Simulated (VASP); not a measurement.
Write the native input for VASP 6.6.1 that does the following.

| Quantity | Value |
| --- | --- |
| Task | relaxation of cell and atoms |
| Functional | PBE |
| Potentials or basis | VASP PAW PBE potentials, release 64 (Ge_d, Cl) |
| Cutoff | 600 eV |
| k mesh | 8 × 8 × 14 |
| Occupations | gaussian, width 0.1 eV |
| Spin | no spin polarisation |
| Dipole correction | no |
| Further INCAR settings | ALGO = Normal; EDIFF = 1e-06; IBRION = 2; EDIFFG = -0.01; NSW = 100; ISIF = 3 |

The structure of GeCl3 lies in POSCAR:

```
GeCl3
1.0
    5.4284387462      0.0000000000      0.0000000000
    0.0000000000      5.4284387462      0.0000000000
    0.0000000000      0.0000000000      3.5881568663
Ge Cl
1 3
Direct
    0.5000000000      0.5000000000      0.0000000000
    0.0000000000      0.5000000000      0.0000000000
    0.5000000000      0.0000000000      0.0000000000
    0.0000000000      0.0000000000      0.0000000000
```

The cell was built from a structure type or drawn by symmetry, and may not be a known phase.

One way to write it, as run:

INCAR

```
SYSTEM = GeCl3
  PREC = Accurate
  ENCUT = 600
  EDIFF = 1E-6
  ISMEAR = 0
  SIGMA = 0.1
  LREAL = .FALSE.
  LASPH = .TRUE.
  NELM = 60
  ALGO = Normal
  ISIF = 3
  LWAVE = .FALSE.
  LCHARG = .FALSE.
  GGA = PE
  IBRION = 2
  NSW = 100
  EDIFFG = -0.01
```

KPOINTS

```
Automatic mesh
0
G
  8 8 14
  0 0 0
```

Potentials or basis: VASP PAW PBE potentials, release 64 (Ge_d, Cl).

The run is started by

```sh
$ cat potpaw_PBE.64/Ge_d/POTCAR potpaw_PBE.64/Cl/POTCAR > POTCAR
$ mpirun -np 1 vasp_std > vasp.out
```

It gave:

```json
{
 "Relaxed volume": "26.05 Å³/atom",
 "Relaxed cell": "a = 5.393 Å, b = 5.393 Å, c = 3.583 Å, α = 90.00°, β = 90.00°, γ = 90.00°",
 "Space group after relaxing (to 0.1 Å)": "P4/mmm (No. 123)",
 "Energy gained by relaxing": "1.0 meV/atom",
 "Ionic steps": "5",
 "Pressure after relaxing": "0.0 GPa",
 "Band gap on the k mesh": "zero (an odd number of electrons rules out a gap without spin polarisation)"
}
```

Caveat: an odd number of electrons without spin polarisation forces a metal; a magnetic or distorted state may lie lower.

Wall time 11 min on 1 thread of Intel(R) Xeon(R) Platinum 8488C (Sapphire Rapids) (shared host), peak memory 0.47 GiB.
